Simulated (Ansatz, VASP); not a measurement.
**Two plane-wave programs on PbS**

File POSCAR:

```
PbS
1.0
    0.0000000000      3.0171050030      3.0171050030
    3.0171050030      0.0000000000      3.0171050030
    3.0171050030      3.0171050030      0.0000000000
Pb S
1 1
Direct
    0.0000000000      0.0000000000      0.0000000000
    0.5000000000      0.5000000000      0.5000000000
```

The input INCAR.step1:

```
SYSTEM = PbS
  PREC = Accurate
  ENCUT = 520
  ISMEAR = -1
  SIGMA = 0.02
  LREAL = .FALSE.
  LASPH = .TRUE.
  NELM = 150
  LNONCOLLINEAR = .TRUE.
  MAGMOM = 0 0 0 0 0 0
  LSORBIT = .TRUE.
  GGA_COMPAT = .FALSE.
  NBANDS = 32
  GGA = PE
  ALGO = Normal
  EDIFF = 1E-4
  LWAVE = .TRUE.
  LCHARG = .FALSE.
```

File INCAR.step2:

```
SYSTEM = PbS
  PREC = Accurate
  ENCUT = 520
  EDIFF = 1E-7
  ISMEAR = -1
  SIGMA = 0.02
  LREAL = .FALSE.
  LASPH = .TRUE.
  NELM = 150
  ALGO = Normal
  ISIF = 2
  LWAVE = .FALSE.
  LCHARG = .FALSE.
  LNONCOLLINEAR = .TRUE.
  MAGMOM = 0 0 0 0 0 0
  LORBIT = 11
  LSORBIT = .TRUE.
  GGA_COMPAT = .FALSE.
  LORBMOM = .TRUE.
  METAGGA = R2SCAN
  LMIXTAU = .TRUE.
  NBANDS = 32
  ISTART = 1
```

KPOINTS

```
Automatic mesh
0
G
  8 8 8
  0 0 0
```

Input for Ansatz:

```yaml
crystal:
  lattice:
    - [0.0, 3.017105003, 3.017105003]
    - [3.017105003, 0.0, 3.017105003]
    - [3.017105003, 3.017105003, 0.0]
  atoms:
    - { symbol: Pb, position: [0.0, 0.0, 0.0] }
    - { symbol: S, position: [0.5, 0.5, 0.5] }
kpoints:
  mp_grid: { grid: [8, 8, 8] }
  band_path:
    path:
      - [0.0, 0.0, 0.0]
      - [0.5, 0.0, 0.5]
      - [0.625, 0.25, 0.625]
      - [0.375, 0.375, 0.75]
      - [0.5, 0.5, 0.5]
      - [0.5, 0.25, 0.75]
      - [0.0, 0.0, 0.5]
    npoints: 1
hamiltonian:
  xc: r2scan
scf:
  occupations: { method: fermi_dirac, width: 0.02 }
  n_extra_bands: 8
magnetization:
  noncollinear: true
  spin_orbit: true
output:
  forces: true
  stress: true
  eigenvalues: true
```

Change from the starting cell: hydrostatic strain +1.0%.

Alike in both runs: task single point; functional r2SCAN; k mesh 8 × 8 × 8; occupations fermi-dirac, width 0.02 eV; non-collinear spin, spin-orbit coupling.

|  | VASP | Ansatz |
| --- | --- | --- |
| version | VASP 6.6.1 | Ansatz 0.2.0 |
| potentials or method | VASP PAW PBE potentials, release 64 (Pb_d, S) | plane waves, PAW |
| plane-wave cutoff (eV) | 520 | 500 |
| valence electrons in the cell | 20 | 20 |

|  | VASP | Ansatz | Ansatz less VASP |
| --- | --- | --- | --- |
| pressure (GPa) | -1.8 | -1.9 | -0.07 |
| net moment per atom (μB) | 0.00 | 0.00 | 0.000 |

VASP's potentials were made for PBE, not for r2SCAN.
